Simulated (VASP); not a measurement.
Write the native input for VASP 6.6.1 that does the following.

* Task: relaxation of cell and atoms
* Functional: PBE
* Potentials or basis: VASP PAW PBE potentials, release 64 (Al, Si, Ni)
* Cutoff: 600 eV
* k mesh: 10 × 10 × 6
* Occupations: gaussian, width 0.1 eV
* Spin: no spin polarisation
* Dipole correction: no
* Further INCAR settings: ALGO = Fast; EDIFF = 1e-07; IBRION = 2; EDIFFG = -0.01; NSW = 100; ISIF = 3

The structure of Al3SiNi lies in POSCAR:

```
Al3SiNi
1.0
    3.7868742658      0.0000000000      0.0000000000
    0.0000000000      3.7868742658      0.0000000000
    0.0000000000      0.0000000000      6.1987234129
Al Si Ni
3 1 1
Direct
    0.5000000000      0.0000000000      0.6618089970
    0.0000000000      0.5000000000      0.6618089970
    0.5000000000      0.5000000000      0.3523404629
    0.5000000000      0.5000000000      0.9628189196
    0.0000000000      0.0000000000      0.9101152436
```

The cell was generated, and may not be a known phase.

One way to write it, as run:

INCAR

```
  PREC = Accurate
  ENCUT = 600
  EDIFF = 1E-7
  ISMEAR = 0
  SIGMA = 0.1
  LREAL = F
  LASPH = T
  NELM = 60
  ALGO = Fast
  ISIF = 3
  LWAVE = F
  LCHARG = F
  GGA = PE
  IBRION = 2
  NSW = 100
  EDIFFG = -0.01
```

KPOINTS

```
regular mesh
0
Gamma
  10 10 6
```

Potentials or basis: VASP PAW PBE potentials, release 64 (Al, Si, Ni).

Launch:

```bash
$ cat potpaw_PBE.64/Al/POTCAR potpaw_PBE.64/Si/POTCAR potpaw_PBE.64/Ni/POTCAR > POTCAR
$ mpirun -np 1 vasp_std > vasp.out
```

It gave:

The relaxed volume is 17.83 Å³/atom. The relaxed cell is a = 3.787 Å, b = 3.787 Å, c = 6.216 Å, α = 90.00°, β = 90.00°, γ = 90.00°. The space group after relaxing (to 0.1 Å) is P4mm (No. 99), the energy gained by relaxing is 0.2 meV/atom and the ionic steps are 4. The pressure after relaxing is 0.0 GPa, the largest force after relaxing is 0.010 eV/Å and the band gap on the k mesh is zero (an odd number of electrons rules out a gap without spin polarisation).

It took 3.1 min on 1 thread of Intel(R) Xeon(R) 6975P-C (Granite Rapids) (shared host), peak memory 0.32 GiB.
